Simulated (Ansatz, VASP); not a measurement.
**HfN: VASP beside Ansatz**

Contents of INCAR:

```
SYSTEM = HfN
ALGO = Normal
EDIFF = 1E-7
ENCUT = 520
GGA = PE
ISIF = 2
ISMEAR = 0
LASPH = .True.
LCHARG = .False.
LREAL = .False.
LWAVE = .False.
NBANDS = 14
NELM = 80
PREC = Accurate
SIGMA = 0.15
```

The input KPOINTS:

```
k-points
0
Gamma
  16 16 16
  0 0 0
```

POSCAR

```
HfN
1.0
    0.0000000000      2.4548220000      2.4548220000
    2.4548220000      0.0000000000      2.4548220000
    2.4548220000      2.4548220000      0.0000000000
Hf N
1 1
Direct
    0.0127300472      0.0127300472     -0.0127300472
    0.7500000000      0.7500000000      0.7500000000
```

Input for Ansatz:

```yaml
crystal:
  lattice:
    - [0.0, 2.454822, 2.454822]
    - [2.454822, 0.0, 2.454822]
    - [2.454822, 2.454822, 0.0]
  atoms:
    - { symbol: Hf, position: [0.0127300472, 0.0127300472, -0.0127300472] }
    - { symbol: "N", position: [0.75, 0.75, 0.75] }
basis:
  ecutwfc: 420
kpoints:
  mp_grid: { grid: [16, 16, 16] }
hamiltonian:
  xc: pbe
scf:
  occupations: { method: gaussian, width: 0.15 }
output:
  forces: true
  stress: true
  eigenvalues: true
```

Change from the starting cell: all Hf atoms moved +0.062 Å, as atom 1 along Cartesian [0 0 1].

Alike in both runs: task single point; functional PBE; k mesh 16 × 16 × 16; occupations gaussian, width 0.15 eV; no spin polarisation.

```csv
,VASP,Ansatz
version,VASP 6.6.1,Ansatz 0.2.0
potentials or method,"VASP PAW PBE potentials, release 64 (Hf_pv, N), cutoff 520 eV","scalar-relativistic, plane waves, PAW"
valence electrons in the cell,15,31
```

|  | VASP | Ansatz | Ansatz less VASP |
| --- | --- | --- | --- |
| gap on the k mesh at the Fermi level (eV) | none | none | - |
| pressure (GPa) | 0.1 | 1.1 | +1.04 |
| traceless stress, the component that is largest in VASP (GPa) | -3.45 | -3.48 | -0.027 |
| rms of the force components (eV/Å) | 0.418 | 0.418 | +0.0004 |

Atom by atom the forces differ by 0.000 eV/Å (rms over components). A gap of «none» marks a metal or a gap that the smearing closes. VASP's potentials hold 15 valence electrons a cell and Ansatz's 31, so a difference there can come from the potentials and not from the codes.

Neither program's run includes spin-orbit coupling.
